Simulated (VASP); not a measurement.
# Ir (P6_3/mmc) in VASP: notebook

Runs on Ir. Level: PBEsol. Tasks: relaxation of cell and atoms, single point.

All numbers are computed with VASP 6.6.1; they aren't measurements. Logs are shortened: lines on timing, memory, paths and dates and some standing lists are left out, and cuts for length are marked.

## (1) The cell of the first run

Symmetry: P6_3/mmc, No. 194, hexagonal system. Conventional cell: a = 2.626 Å, b = 2.626 Å, c = 4.152 Å, α = 90.00°, β = 90.00°, γ = 120.00°. Within 3.4 Å of Ir (site symmetry -6m2) lie 12 Ir at 2.57 to 2.63 Å.

This isn't the form of Ir at room conditions, which is fcc.

## (2) Relaxation of cell and atoms, PBEsol

INCAR

```
PREC = Accurate
ENCUT = 600
EDIFF = 1E-6
ISMEAR = 0
SIGMA = 0.1
LREAL = False
LASPH = True
NELM = 80
ALGO = Normal
ISIF = 3
LWAVE = False
LCHARG = False
GGA = PS
IBRION = 2
NSW = 80
EDIFFG = -0.05
```

KPOINTS

```
Automatic mesh
0
Gamma
  12 12 6
```

POSCAR

```
Ir
1.0
    2.6263832211      0.0000000000      0.0000000000
   -1.3131916105      2.2745145895      0.0000000000
    0.0000000000      0.0000000000      4.1521881160
Ir
2
Direct
    0.3333333333      0.6666666667      0.2500000000
    0.6666666667      0.3333333333      0.7500000000
```

Potentials or basis: VASP PAW PBE potentials, release 64 (Ir).

Launch:

```bash
$ cat potpaw_PBE.64/Ir/POTCAR > POTCAR
$ mpirun -np 1 vasp_std > vasp.out
```

OUTCAR:

```text
PREC = Accurate
   ENCUT = 600
   EDIFF = 1E-6
   ISMEAR = 0
   LREAL = False
   LASPH = True
   NELM = 80
   ISIF = 3
   GGA = PS
   IBRION = 2
   NSW = 80
   EDIFFG = -0.05

 ion  position               nearest neighbor table
   1  0.333  0.667  0.250-   2 2.57   2 2.57   2 2.57   2 2.57   2 2.57   2 2.57
   2  0.667  0.333  0.750-   1 2.57   1 2.57   1 2.57   1 2.57   1 2.57   1 2.57

  LATTYP: Found a hexagonal cell.
 ALAT       =     2.6263832211
 C/A-ratio  =     1.5809528795

  Lattice vectors:

 A1 = (   2.6263832211,   0.0000000000,   0.0000000000)
 A2 = (  -1.3131916105,   2.2745145895,   0.0000000000)
 A3 = (   0.0000000000,   0.0000000000,   4.1521881160)

Analysis of symmetry for initial positions (statically):
=====================================================================
 Subroutine PRICEL returns:
 Original cell was already a primitive cell.

 Routine SETGRP: Setting up the symmetry group for a
 hexagonal supercell.

 Subroutine GETGRP returns: Found 24 space group operations
 (whereof 12 operations were pure point group operations)
 out of a pool of 24 trial point group operations.

The static configuration has the point symmetry D_3d.
 The point group associated with its full space group is D_6h.

Analysis of symmetry for dynamics (positions and initial velocities):
=====================================================================
 Subroutine PRICEL returns:
 Original cell was already a primitive cell.

 Routine SETGRP: Setting up the symmetry group for a
 hexagonal supercell.

 Subroutine GETGRP returns: Found 24 space group operations
 (whereof 12 operations were pure point group operations)
 out of a pool of 24 trial point group operations.

The dynamic configuration has the point symmetry D_3d.
 The point group associated with its full space group is D_6h.

 Subroutine INISYM returns: Found 24 space group operations
 (whereof 12 operations are pure point group operations),
 and found     1 'primitive' translations

----------------------------------------------------------------------------------------

                                     Primitive cell

  volume of cell :      24.8041

  direct lattice vectors                    reciprocal lattice vectors
[... 81 lines left out ...]
   ISPIN  =      1    spin polarized calculation?
   LNONCOLLINEAR =      F non collinear calculations
   LSORBIT =      F    spin-orbit coupling
   LASPH  =      T    aspherical Exc in radial PAW
   ENCUT  =  600.0 eV  44.10 Ry    6.64 a.u.   5.25  5.25  8.29*2*pi/ulx,y,z
   NELM   =     80;   NELMIN=  2; NELMDL= -5     # of ELM steps
   EDIFF  = 0.1E-05   stopping-criterion for ELM
   LREAL  =      F    real-space projection
   EDIFFG = -.5E-01   stopping-criterion for IOM
   NSW    =     80    number of steps for IOM
   IBRION =      2    ionic relax: 0-MD 1-quasi-New 2-CG
   NFREE  =      1    steps in history (QN), initial steepest desc. (CG)
   ISIF   =      3    stress and relaxation
   ISYM   =      2    0-nonsym 1-usesym 2-fastsym
   POTIM  = 0.5000    time-step for ionic-motion
   TEBEG  =    0.0;   TEEND  =   0.0 temperature during run
   PSTRESS=    0.0 pullay stress
   NELECT =      18.0000    total number of electrons
   NUPDOWN=      -1.0000    fix difference up-down
   EMIN   =  10.00;   EMAX   =-10.00  energy-range for DOS
   EFERMI =   0.00;   METHOD = LEGACY
   ISMEAR =     0;   SIGMA  =   0.10  broadening in eV -4-tet -1-fermi 0-gaus
   EFERMI_NEDOS =   21; number of points for ismear=-14 and -15
   IALGO  =     38    algorithm
   IMIX   =      4    mixing-type and parameters
     AMIX     =   0.40;   BMIX     =  1.00
     AMIX_MAG =   1.60;   BMIX_MAG =  1.00
  volume/ion in A,a.u.               =      12.40        83.69
  Fermi-wavevector in a.u.,A,eV,Ry     =   1.471153  2.780075 29.446952  2.164290
  Thomas-Fermi vector in A             =   2.586323
   LORBIT       =      0    0 simple, 1 ext, 2 COOP (PROOUT), +10 PAW based schemes
   GGA     = PS    functional components
   LHFCALC =     F    Hartree Fock is set to
   AEXX    =    0.0000 exact exchange contribution
   IVDW    =     0    specifies the selected vdW correction
   LEPSILON=     F    determine dielectric tensor
   LRPA    =     F    only Hartree local field effects (RPA)
 conjugate gradient relaxation of ions
 non-spin polarized calculation
 Gauss-broadening in eV      SIGMA  =   0.10
  energy-cutoff  :      600.00
  volume of cell :       24.80
 maximum number of plane-waves:       844
 NGX is ok and might be reduce to    24
   NGX = 11   NGY = 11   NGZ = 17

--------------------------------------- Ionic step        1  -------------------------------------------

 number of electron      18.0000001 magnetization

 Free energy of the ion-electron system (eV)
  ---------------------------------------------------
  ext. energy  EPLUGINS =         0.00000000
  ---------------------------------------------------
  free energy    TOTEN  =       -18.78672186 eV

  energy without entropy =      -18.77688993  energy(sigma->0) =      -18.78180590

------------------------ aborting loop because EDIFF is reached ----------------------------------------

  FORCE on cell =-STRESS in cart. coord.  units (eV):
  Direction    XX          YY          ZZ          XY          YZ          ZX
  --------------------------------------------------------------------------------------
  -------------------------------------------------------------------------------------
  Total        9.9731847      9.9731847     13.2738686      0.0000000      0.0000000      0.0000000
  in kB      644.1998237    644.1998236    857.4015262      0.0000000      0.0000000      0.0000000
  external PRESSURE =     715.2670578 kB  Pullay stress =       0.0000000 kB
[... 875 lines left out ...]
  FREE ENERGIE OF THE ION-ELECTRON SYSTEM (eV)
  ---------------------------------------------------
  free  energy   TOTEN  =       -19.4266299766 eV

  energy  without entropy=      -19.4121888148  energy(sigma->0) =      -19.41940940

[... ionic steps 4 to 7 ...]

--------------------------------------- Ionic step        8  -------------------------------------------

 number of electron      18.0000000 magnetization

------------------------ aborting loop because EDIFF is reached ----------------------------------------
[... 67 lines left out ...]
--------------------------------------- Ionic step       10  -------------------------------------------

 number of electron      18.0000001 magnetization

 Free energy of the ion-electron system (eV)
  ---------------------------------------------------
  ext. energy  EPLUGINS =         0.00000000
  ---------------------------------------------------
  free energy    TOTEN  =       -19.49856054 eV

  energy without entropy =      -19.48592967  energy(sigma->0) =      -19.49224510

 E-fermi :  10.3760     XC(G=0): -14.1013

 val. band max:       10.3725190417   @ k =   0.3333   0.2500   0.3333
 cond. band min:      10.3949552619   @ k =   0.5000  -0.0000   0.3333
 fundamental gap:      0.0224362202
 Fermi energy:        10.3759951873
[... 413 lines left out ...]
  FREE ENERGIE OF THE ION-ELECTRON SYSTEM (eV)
  ---------------------------------------------------
  free  energy   TOTEN  =       -19.4985605358 eV

  energy  without entropy=      -19.4859296706  energy(sigma->0) =      -19.49224510

 reached required accuracy - stopping structural energy minimisation
```

Run time: 3.7 min. Hardware: 1 thread of Intel Xeon 8259CL, shared host; peak memory 0.18 GiB.

Results:

```yaml
Free_energy: -19.4986 eV
Relaxed_volume: 14.15 Å³/atom
Relaxed_cell: a = 2.715 Å, b = 2.715 Å, c = 4.433 Å, α = 90.00°, β = 90.00°, γ = 120.00°
Space_group_after_relaxing_to_0.1_Å: P6_3/mmc (No. 194)
Pressure_after_relaxing: 0.0 GPa
Band_gap_on_the_k_mesh: zero (bands 9 and 10 overlap by 3.39 eV)
```

Final structure:
```xyz
2
Lattice="2.7145 0.0000 0.0000 -1.3573 2.3509 0.0000 0.0000 0.0000 4.4333" Properties=species:S:1:pos:R:3 pbc="T T T"
Ir    0.0000    1.5672    1.1083
Ir    1.3573    0.7836    3.3250
```

Caveat: the PAW data sets were made with another functional, which shifts forces and pressure a little; spin-orbit coupling is left out, which moves the levels of the heavy elements.

## (3) Single point, PBEsol

This run uses another cell than the first one, of 14.11 Å³/atom.

INCAR

```
  PREC = Accurate
  ENCUT = 520
  EDIFF = 1E-7
  ISMEAR = 0
  SIGMA = 0.1
  LREAL = F
  LASPH = T
  NELM = 80
  ALGO = Normal
  ISIF = 2
  LWAVE = F
  LCHARG = T
  GGA = PS
  LELF = T
  LVHAR = T
  NBANDS = 16
```

KPOINTS

```
regular mesh
0
Gamma
  18 18 10
```

POSCAR

```
Ir
1.0
    2.7189383834      0.0000000000      0.0000000000
   -1.3594691917      2.3546697114      0.0000000000
    0.0000000000      0.0000000000      4.4078187579
Ir
2
Direct
    0.3333333333      0.6666666667      0.2500000000
    0.6666666667      0.3333333333      0.7500000000
```

Potentials or basis: VASP PAW PBE potentials, release 64 (Ir).

Launch:

```bash
$ cat potpaw_PBE.64/Ir/POTCAR > POTCAR
$ mpirun -np 1 vasp_std > vasp.out
```

It took 79 s on 1 thread of Intel Xeon 8259CL, shared host; peak memory 0.21 GiB.

The run converged. Its results:

- Free energy: -19.4922 eV
- Pressure: 1.0 GPa
- Band gap on the k mesh: zero (bands 9 and 10 overlap by 3.37 eV)

Levels at points of the mesh, in eV from the Fermi level:
| k point | band 7 | band 8 | band 9 | band 10 | band 11 | band 12 |
| --- | --- | --- | --- | --- | --- | --- |
| (0.00, 0.00, 0.00) | -3.23 | -2.42 | -2.42 | -0.90 | 0.27 | 0.27 |
| (0.50, 0.00, 0.00) | -3.04 | 0.72 | 0.98 | 1.14 | 2.95 | 4.41 |
| (0.00, 0.00, 0.50) | -4.02 | -4.02 | -0.48 | -0.48 | -0.48 | -0.48 |
| (0.50, 0.00, 0.50) | -1.03 | -1.03 | 0.97 | 0.97 | 2.00 | 2.00 |

Caveat: the PAW data sets were made with another functional, which shifts forces and pressure a little; spin-orbit coupling is left out, which moves the levels of the heavy elements.

The gap in the log of VASP goes by the Fermi energy; the results here count the filled bands.